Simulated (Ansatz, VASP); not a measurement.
## One calculation of Bi, two programs

```
CELL_PARAMETERS angstrom
-1.95465 1.95465 1.95465
1.95465 -1.95465 1.95465
1.95465 1.95465 -1.95465
ATOMIC_POSITIONS crystal
Bi 0.00000 0.00000 0.00000
```

Change from the starting cell: volume scaled by 0.96.

Alike in both runs: functional LDA; k mesh 7 × 7 × 7; occupations fermi-dirac, width 0.01 eV; non-collinear spin, spin-orbit coupling.

```csv
,VASP,Ansatz
version,VASP 6.6.1,Ansatz 0.2.0
potentials or method,"VASP PAW LDA potentials, release 64 (Bi_d), cutoff 500 eV","all-electron LAPW, relativistic spinors"
task,single point,optical spectrum
```

|  | VASP | Ansatz | Ansatz less VASP |
| --- | --- | --- | --- |
| net moment per atom (μB) | 0.00 | 0.00 | 0.000 |

LDA's correlation is that of Perdew and Zunger in VASP and of Perdew and Wang (1992) in Ansatz. Ansatz ran all-electron here, and VASP with PAW potentials.

Noted on Ansatz's run: the k mesh is thin for a metal, which can move the energy by tens of meV per atom.
